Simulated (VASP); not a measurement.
# P in VASP: notebook

The runs below take P through single point, with PBE+D3(BJ).

All numbers are computed with VASP 6.6.1; they aren't measurements. Logs are shortened: lines on timing, memory, paths and dates and some standing lists are left out, and cuts for length are marked.

**1. The cell of the first run**

The cell holds a slab with vacuum, 8 atoms: a = 3.296 Å, b = 4.439 Å, c = 21.746 Å, α = 90.00°, β = 90.00°, γ = 90.00°.

**2. Single point, PBE+D3(BJ) (layers slid over each other)**

INCAR reads:

```
SYSTEM = P
  ALGO = Normal
  DIPOL = 0.5 0.5 0.390
  EDIFF = 1E-6
  ENCUT = 520
  GGA = PE
  IDIPOL = 3
  ISIF = 2
  ISMEAR = 0
  IVDW = 12
  LASPH = .True.
  LCHARG = .True.
  LDIPOL = .True.
  LELF = .True.
  LREAL = .False.
  LVACPOTAV = .True.
  LVHAR = .True.
  LWAVE = .False.
  NBANDS = 30
  NELM = 100
  PREC = Accurate
  SIGMA = 0.05
```

KPOINTS reads:

```
k-points
0
Gamma
  8 6 1
  0 0 0
```

POSCAR reads:

```
P
1.0
    3.2961869629      0.0000000000      0.0000000000
    0.0000000000      4.4391557027      0.0000000000
    0.0000000000      0.0000000000     21.7461973615
P
8
Direct
    0.5000000000      0.9174951453      0.2069327306
    0.0000000000      0.5825048547      0.2069327306
    0.5000000000      0.0825048547      0.3045635322
    0.0000000000      0.4174951453      0.3045635322
    0.6250000000      0.5825048547      0.4751680723
    1.1250000000      0.9174951453      0.4751680723
    0.6250000000      1.4174951453      0.5727988740
    1.1250000000      1.0825048547      0.5727988740
```

Potentials or basis: VASP PAW PBE potentials, release 64 (P).

The run is started by

```bash
cat potpaw_PBE.64/P/POTCAR > POTCAR
mpirun -np 1 vasp_std > vasp.out
```

OUTCAR:

```text
SYSTEM = P
   EDIFF = 1E-6
   ENCUT = 520
   GGA = PE
   ISIF = 2
   ISMEAR = 0
   IVDW = 12
   LASPH = .True.
   LREAL = .False.
   NELM = 100
   PREC = Accurate
 IVDW          = 12

 ion  position               nearest neighbor table
   1  0.500  0.917  0.207-   2 2.22   2 2.22   3 2.25
   2  0.000  0.583  0.207-   1 2.22   1 2.22   4 2.25
   3  0.500  0.083  0.305-   4 2.22   4 2.22   1 2.25
   4  0.000  0.417  0.305-   3 2.22   3 2.22   2 2.25
   5  0.625  0.583  0.475-   6 2.22   6 2.22   7 2.25
   6  0.125  0.917  0.475-   5 2.22   5 2.22   8 2.25
   7  0.625  0.417  0.573-   8 2.22   8 2.22   5 2.25
   8  0.125  0.083  0.573-   7 2.22   7 2.22   6 2.25

  LATTYP: Found a simple orthorhombic cell.
 ALAT       =     3.2961869629
 B/A-ratio  =     1.3467548269
 C/A-ratio  =     6.5973798229

  Lattice vectors:

 A1 = (   3.2961869629,   0.0000000000,   0.0000000000)
 A2 = (   0.0000000000,   4.4391557027,   0.0000000000)
 A3 = (   0.0000000000,   0.0000000000,  21.7461973615)

Analysis of symmetry for initial positions (statically):
=====================================================================
 Subroutine PRICEL returns:
 Original cell was already a primitive cell.

 Routine SETGRP: Setting up the symmetry group for a
 simple orthorhombic supercell.

 Subroutine GETGRP returns: Found  4 space group operations
 (whereof  1 operations were pure point group operations)
 out of a pool of  8 trial point group operations.

The static configuration has the point symmetry C_1 .
 The point group associated with its full space group is C_2h.

Analysis of symmetry for dynamics (positions and initial velocities):
=====================================================================
 Subroutine PRICEL returns:
 Original cell was already a primitive cell.

 Routine SETGRP: Setting up the symmetry group for a
 simple orthorhombic supercell.

 Subroutine GETGRP returns: Found  4 space group operations
 (whereof  1 operations were pure point group operations)
 out of a pool of  8 trial point group operations.

The dynamic configuration has the point symmetry C_1 .
 The point group associated with its full space group is C_2h.

 Subroutine INISYM returns: Found  4 space group operations
 (whereof  1 operations are pure point group operations),
 and found     1 'primitive' translations

----------------------------------------------------------------------------------------

                                     Primitive cell

  volume of cell :     318.1966

  direct lattice vectors                    reciprocal lattice vectors
     3.296186963  0.000000000  0.000000000     0.303380849  0.000000000  0.000000000
     0.000000000  4.439155703  0.000000000     0.000000000  0.225268062  0.000000000
     0.000000000  0.000000000 21.746197361     0.000000000  0.000000000  0.045985051

  length of vectors
     3.296186963  4.439155703 21.746197361     0.303380849  0.225268062  0.045985051

  position of ions in fractional coordinates (direct lattice)
     0.500000000  0.917495145  0.206932731
     0.000000000  0.582504855  0.206932731
     0.500000000  0.082504855  0.304563532
     0.000000000  0.417495145  0.304563532
     0.625000000  0.582504855  0.475168072
     0.125000000  0.917495145  0.475168072
     0.625000000  0.417495145  0.572798874
     0.125000000  0.082504855  0.572798874

  ion indices of the primitive-cell ions
   primitive index   ion index
                 1           1
                 2           2
                 3           3
                 4           4
                 5           5
                 6           6
                 7           7
                 8           8

----------------------------------------------------------------------------------------

 KPOINTS: k-points

Automatic generation of k-mesh.
 Grid dimensions read from file:
 generate k-points for:    8    6    1

 Generating k-lattice:

  Cartesian coordinates                     Fractional coordinates (reciprocal lattice)
     0.037922606  0.000000000  0.000000000     0.125000000  0.000000000  0.000000000
     0.000000000  0.037544677  0.000000000     0.000000000  0.166666667  0.000000000
     0.000000000  0.000000000  0.045985051     0.000000000  0.000000000  1.000000000

  Length of vectors
     0.037922606  0.037544677  0.045985051

  Shift w.r.t. Gamma in fractional coordinates (k-lattice)
     0.000000000  0.000000000  0.000000000

 Subroutine IBZKPT returns following result:
 ===========================================

 Found     20 irreducible k-points:

 Following reciprocal coordinates:
            Coordinates               Weight
  0.000000  0.000000  0.000000      1.000000
  0.125000  0.000000  0.000000      2.000000
  0.250000  0.000000  0.000000      2.000000
  0.375000  0.000000  0.000000      2.000000
  0.500000  0.000000  0.000000      1.000000
  0.000000  0.166667  0.000000      2.000000
[... 12 lines left out ...]
  0.375000  0.500000  0.000000      2.000000
  0.500000  0.500000  0.000000      1.000000
   k-points           NKPTS =     20   k-points in BZ     NKDIM =     20   number of bands    NBANDS=     30
   number of dos      NEDOS =    301   number of ions     NIONS =      8
   total plane-waves  NPLWV = 163296
   dimension x,y,z NGX =    28 NGY =   36 NGZ =  162
   dimension x,y,z NGXF=    56 NGYF=   72 NGZF=  324
   ions per type =               8
   NGX,Y,Z   is equivalent  to a cutoff of  14.12, 13.48, 12.38 a.u.
   NGXF,Y,Z  is equivalent  to a cutoff of  28.24, 26.96, 24.77 a.u.
 SYSTEM =  P
   PREC   = accura    normal or accurate (medium, high low for compatibility)
   ISTART =      0    job   : 0-new  1-cont  2-samecut
   ICHARG =      2    charge: 1-file 2-atom 10-const
   ISPIN  =      1    spin polarized calculation?
   LNONCOLLINEAR =      F non collinear calculations
   LSORBIT =      F    spin-orbit coupling
   LASPH  =      T    aspherical Exc in radial PAW
   ENCUT  =  520.0 eV  38.22 Ry    6.18 a.u.   6.13  8.25 40.43*2*pi/ulx,y,z
   NELM   =    100;   NELMIN=  2; NELMDL= -5     # of ELM steps
   EDIFF  = 0.1E-05   stopping-criterion for ELM
   LREAL  =      F    real-space projection
   EDIFFG = 0.1E-04   stopping-criterion for IOM
   NSW    =      0    number of steps for IOM
   IBRION =     -1    ionic relax: 0-MD 1-quasi-New 2-CG
   NFREE  =      0    steps in history (QN), initial steepest desc. (CG)
   ISIF   =      2    stress and relaxation
   ISYM   =      2    0-nonsym 1-usesym 2-fastsym
   POTIM  = 0.5000    time-step for ionic-motion
   TEBEG  =    0.0;   TEEND  =   0.0 temperature during run
   PSTRESS=    0.0 pullay stress
   NELECT =      40.0000    total number of electrons
   NUPDOWN=      -1.0000    fix difference up-down
   EMIN   =  10.00;   EMAX   =-10.00  energy-range for DOS
   EFERMI =   0.00;   METHOD = LEGACY
   ISMEAR =     0;   SIGMA  =   0.05  broadening in eV -4-tet -1-fermi 0-gaus
   EFERMI_NEDOS =   21; number of points for ismear=-14 and -15
   IALGO  =     38    algorithm
   IMIX   =      4    mixing-type and parameters
     AMIX     =   0.40;   BMIX     =  1.00
     AMIX_MAG =   1.60;   BMIX_MAG =  1.00
  volume/ion in A,a.u.               =      39.77       268.41
  Fermi-wavevector in a.u.,A,eV,Ry     =   0.820093  1.549751  9.150627  0.672552
  Thomas-Fermi vector in A             =   1.931014
   LORBIT       =      0    0 simple, 1 ext, 2 COOP (PROOUT), +10 PAW based schemes
   GGA     = PE    functional components
   LHFCALC =     F    Hartree Fock is set to
   AEXX    =    0.0000 exact exchange contribution
   IVDW    =    12    specifies the selected vdW correction
   LEPSILON=     F    determine dielectric tensor
   LRPA    =     F    only Hartree local field effects (RPA)
 non-spin polarized calculation
 Gauss-broadening in eV      SIGMA  =   0.05
  energy-cutoff  :      520.00
  volume of cell :      318.20
 maximum number of plane-waves:      8606
 NGX is ok and might be reduce to    28
   NGX = 13   NGY = 17   NGZ = 81

 dipolmoment           0.000000      0.000000      0.000017 electrons x Angstroem

 number of electron      39.9999998 magnetization

 dipolmoment           0.000000      0.000000     -0.000001 electrons x Angstroem

 Free energy of the ion-electron system (eV)
  ---------------------------------------------------
  ext. energy  EPLUGINS =         0.00000000
  ---------------------------------------------------
  free energy    TOTEN  =       -42.93441025 eV

  energy without entropy =      -42.93441025  energy(sigma->0) =      -42.93441025

 E-fermi :   0.7149     XC(G=0):  -5.3112

 val. band max:        0.5075465454   @ k =   0.0000   0.0000   0.0000
 cond. band min:       0.9368482344   @ k =   0.0000   0.0000   0.0000
 fundamental gap:      0.4293016890
 Fermi energy:         0.7149005683

 k-point     1 :       0.0000    0.0000    0.0000
  band No.  band energies     occupation
      1     -14.8356      2.00000
      2     -14.8006      2.00000
      3     -12.2534      2.00000
      4     -12.1595      2.00000
      5      -8.7030      2.00000
      6      -8.6820      2.00000
[... 22 lines left out ...]
     29       4.7108      0.00000
     30       4.7280      0.00000

 k-point     2 :       0.1250    0.0000    0.0000
  band No.  band energies     occupation
      1     -14.6486      2.00000
      2     -14.6138      2.00000
      3     -12.0587      2.00000
      4     -11.9651      2.00000
      5      -8.8199      2.00000
      6      -8.8033      2.00000
[... 22 lines left out ...]
     29       4.9087      0.00000
     30       4.9257      0.00000

 k-point     3 :       0.2500    0.0000    0.0000
  band No.  band energies     occupation
      1     -14.0932      2.00000
      2     -14.0593      2.00000
      3     -11.4774      2.00000
      4     -11.3848      2.00000
      5      -9.4092      2.00000
      6      -9.3983      2.00000
[... 550 lines left out ...]
     29       5.7486      0.00000
     30       5.7486      0.00000

 k-point    20 :       0.5000    0.5000    0.0000
  band No.  band energies     occupation
      1     -11.5536      2.00000
      2     -11.5536      2.00000
      3     -11.5438      2.00000
      4     -11.5438      2.00000
      5      -9.5031      2.00000
      6      -9.5031      2.00000
[... 22 lines left out ...]
     29       5.8289      0.00000
     30       5.8331      0.00000

------------------------ aborting loop because EDIFF is reached ----------------------------------------

 Edisp (eV)   -2.28187

 E8    (eV) :    -0.8931

  FORCE on cell =-STRESS in cart. coord.  units (eV):
  Direction    XX          YY          ZZ          XY          YZ          ZX
  --------------------------------------------------------------------------------------
  -------------------------------------------------------------------------------------
  Total      -0.57293    -0.72238    -1.32004     0.00000     0.00000    -0.09853
  in kB      -2.88483    -3.63732    -6.64666     0.00000     0.00000    -0.49613
  external pressure =       -4.39 kB  Pullay stress =        0.00 kB

 VOLUME and BASIS-vectors are now :
 -----------------------------------------------------------------------------
  energy-cutoff  :      520.00
  volume of cell :      318.20
      direct lattice vectors                 reciprocal lattice vectors
     3.296186963  0.000000000  0.000000000     0.303380849  0.000000000  0.000000000
     0.000000000  4.439155703  0.000000000     0.000000000  0.225268062  0.000000000
     0.000000000  0.000000000 21.746197361     0.000000000  0.000000000  0.045985051

 POSITION                                       TOTAL-FORCE (eV/Angst)
 -----------------------------------------------------------------------------------
      1.64809      4.07290      4.50000         0.004311     -0.031418      0.045864
      0.00000      2.58583      4.50000         0.004311      0.031418      0.045864
      1.64809      0.36625      6.62310         0.004101      0.008154      0.072569
      0.00000      1.85333      6.62310         0.004101     -0.008154      0.072569
      2.06012      2.58583     10.33310        -0.004101      0.008154     -0.072569
      0.41202      4.07290     10.33310        -0.004101     -0.008154     -0.072569
      2.06012      1.85333     12.45620        -0.004311     -0.031418     -0.045864
      0.41202      0.36625     12.45620        -0.004311      0.031418     -0.045864
 -----------------------------------------------------------------------------------
    total drift:                               -0.000000      0.000000      0.000017

  FREE ENERGIE OF THE ION-ELECTRON SYSTEM (eV)
  ---------------------------------------------------
  free  energy   TOTEN  =       -45.2162844900 eV

  energy  without entropy=      -45.2162844900  energy(sigma->0) =      -45.21628449

 vacuum level on the upper side and lower side of the slab         5.254         5.254
```

It took 3.7 min on 1 thread of Intel Xeon 6975P-C (Granite Rapids), shared host; peak memory 0.43 GiB.

What came out:

* Free energy: -45.2163 eV
* Largest force: 0.073 eV/Å
* Band gap on the k mesh: 0.43 eV
* Dispersion energy per atom: -0.285 eV

Forces in eV/Å, atoms in the order of the input:
```
P    0.004 -0.031  0.046
P    0.004  0.031  0.046
P    0.004  0.008  0.073
P    0.004 -0.008  0.073
P   -0.004  0.008 -0.073
P   -0.004 -0.008 -0.073
P   -0.004 -0.031 -0.046
P   -0.004  0.031 -0.046
```

Caveat: the cell differs from its parent crystal (layers slid over each other); semilocal functionals underestimate gaps, and a narrow one can read as zero.

**3. Single point, PBE+D3(BJ) (layers slid over each other)**

INCAR reads:

```
SYSTEM = P
PREC = Accurate ; ENCUT = 520
EDIFF = 1E-6 ; ISMEAR = 0
SIGMA = 0.05 ; LREAL = .False.
LASPH = .True. ; NELM = 100
ALGO = Normal ; ISIF = 2
LWAVE = .False. ; LCHARG = .False.
LDIPOL = .True. ; IDIPOL = 3
DIPOL = 0.5 0.5 0.390 ; GGA = PE
IVDW = 12 ; NBANDS = 30
```

KPOINTS reads:

```
regular mesh
0
Gamma
  8 6 1
  0 0 0
```

POSCAR reads:

```
P
1.0
    3.2961869629      0.0000000000      0.0000000000
    0.0000000000      4.4391557027      0.0000000000
    0.0000000000      0.0000000000     21.7461973615
P
8
Direct
    0.5000000000      0.9174951453      0.2069327306
    0.0000000000      0.5825048547      0.2069327306
    0.5000000000      0.0825048547      0.3045635322
    0.0000000000      0.4174951453      0.3045635322
    0.8750000000      0.5825048547      0.4751680723
    1.3750000000      0.9174951453      0.4751680723
    0.8750000000      1.4174951453      0.5727988740
    1.3750000000      1.0825048547      0.5727988740
```

Potentials or basis: VASP PAW PBE potentials, release 64 (P).

The run is started by

```bash
cat potpaw_PBE.64/P/POTCAR > POTCAR
mpirun -np 1 vasp_std > vasp.out
```

OUTCAR:

```text
SYSTEM = P
   PREC = Accurate
   ENCUT = 520
   EDIFF = 1E-6
   ISMEAR = 0
   LREAL = .False.
   LASPH = .True.
   NELM = 100
   ISIF = 2
   GGA = PE
   IVDW = 12
 IVDW          = 12

 ion  position               nearest neighbor table
   1  0.500  0.917  0.207-   2 2.22   2 2.22   3 2.25
   2  0.000  0.583  0.207-   1 2.22   1 2.22   4 2.25
   3  0.500  0.083  0.305-   4 2.22   4 2.22   1 2.25
   4  0.000  0.417  0.305-   3 2.22   3 2.22   2 2.25
   5  0.875  0.583  0.475-   6 2.22   6 2.22   7 2.25
   6  0.375  0.917  0.475-   5 2.22   5 2.22   8 2.25
   7  0.875  0.417  0.573-   8 2.22   8 2.22   5 2.25
   8  0.375  0.083  0.573-   7 2.22   7 2.22   6 2.25

  LATTYP: Found a simple orthorhombic cell.
 ALAT       =     3.2961869629
 B/A-ratio  =     1.3467548269
 C/A-ratio  =     6.5973798229

  Lattice vectors:

 A1 = (   3.2961869629,   0.0000000000,   0.0000000000)
 A2 = (   0.0000000000,   4.4391557027,   0.0000000000)
 A3 = (   0.0000000000,   0.0000000000,  21.7461973615)

[... 196 lines left out ...]
  band No.  band energies     occupation
      1     -14.8380      2.00000
      2     -14.8020      2.00000
      3     -12.2574      2.00000
      4     -12.1617      2.00000
      5      -8.7068      2.00000
      6      -8.6801      2.00000
[... 649 lines left out ...]
     29       5.7695      0.00000
     30       5.7695      0.00000

------------------------ aborting loop because EDIFF is reached ----------------------------------------

 vacuum level on the upper side and lower side of the slab       (xc-potential included)        -0.138        -0.139

 Edisp (eV)   -2.28077

 E8    (eV) :    -0.8923

  FORCE on cell =-STRESS in cart. coord.  units (eV):
  Direction    XX          YY          ZZ          XY          YZ          ZX
  --------------------------------------------------------------------------------------
  -------------------------------------------------------------------------------------
  Total      -0.60830    -0.77450    -0.97296     0.00000     0.00000    -0.09093
  in kB      -3.06291    -3.89974    -4.89902     0.00000     0.00000    -0.45783
  external pressure =       -3.95 kB  Pullay stress =        0.00 kB

 VOLUME and BASIS-vectors are now :
 -----------------------------------------------------------------------------
  energy-cutoff  :      520.00
  volume of cell :      318.20
      direct lattice vectors                 reciprocal lattice vectors
     3.296186963  0.000000000  0.000000000     0.303380849  0.000000000  0.000000000
     0.000000000  4.439155703  0.000000000     0.000000000  0.225268062  0.000000000
     0.000000000  0.000000000 21.746197361     0.000000000  0.000000000  0.045985051

 POSITION                                       TOTAL-FORCE (eV/Angst)
 -----------------------------------------------------------------------------------
      1.64809      4.07290      4.50000         0.004321     -0.039596      0.028887
      0.00000      2.58583      4.50000         0.004321      0.039596      0.028887
      1.64809      0.36625      6.62310         0.003056     -0.007031      0.062189
      0.00000      1.85333      6.62310         0.003056      0.007031      0.062189
      2.88416      2.58583     10.33310        -0.003056     -0.007031     -0.062189
      1.23607      4.07290     10.33310        -0.003056      0.007031     -0.062189
      2.88416      1.85333     12.45620        -0.004321     -0.039596     -0.028887
      1.23607      0.36625     12.45620        -0.004321      0.039596     -0.028887
 -----------------------------------------------------------------------------------
    total drift:                               -0.000000     -0.000000      0.000008

  FREE ENERGIE OF THE ION-ELECTRON SYSTEM (eV)
  ---------------------------------------------------
  free  energy   TOTEN  =       -45.1997619321 eV

  energy  without entropy=      -45.1997619319  energy(sigma->0) =      -45.19976193

 vacuum level on the upper side and lower side of the slab         5.165         5.165
```

OSZICAR:

```text
N       E                     dE             d eps       ncg     rms          rms(c)
DAV:   1     0.229262514304E+03    0.22926E+03   -0.14733E+04  1200   0.104E+03
DAV:   2    -0.183404073427E+02   -0.24760E+03   -0.23964E+03  1648   0.189E+02
DAV:   3    -0.425282969919E+02   -0.24188E+02   -0.23875E+02  1448   0.622E+01
[... 12 lines left out ...]
DAV:  16    -0.429188746642E+02   -0.29429E-04   -0.14506E-06  1282   0.428E-03    0.604E-03
DAV:  17    -0.429189620025E+02   -0.87338E-04   -0.62943E-06  1194   0.611E-03    0.502E-03
DAV:  18    -0.429189759473E+02   -0.13945E-04   -0.49720E-07  1192   0.216E-03    0.316E-03
DAV:  19    -0.429189856644E+02   -0.97171E-05   -0.58848E-07  1098   0.184E-03    0.221E-03
DAV:  20    -0.429189874249E+02   -0.17604E-05   -0.78637E-08  1016   0.844E-04    0.332E-04
DAV:  21    -0.429189878519E+02   -0.42702E-06   -0.20491E-08   884   0.462E-04
   1 F= -.45199762E+02 E0= -.45199762E+02  d E =-.200191E-09
```

Wall time 2.8 min (1 thread of Intel Xeon 6975P-C (Granite Rapids), shared host); peak memory 0.41 GiB.

What came out:

| Quantity | Value |
| --- | --- |
| Free energy | -45.1998 eV |
| Largest force | 0.063 eV/Å |
| Band gap on the k mesh | 0.39 eV |
| Dispersion energy per atom | -0.285 eV |

Forces on the atoms (eV/Å):
```
P    0.004 -0.040  0.029
P    0.004  0.040  0.029
P    0.003 -0.007  0.062
P    0.003  0.007  0.062
P   -0.003 -0.007 -0.062
P   -0.003  0.007 -0.062
P   -0.004 -0.040 -0.029
P   -0.004  0.040 -0.029
```

Caveat: the cell differs from its parent crystal (layers slid over each other); semilocal functionals underestimate gaps, and a narrow one can read as zero.
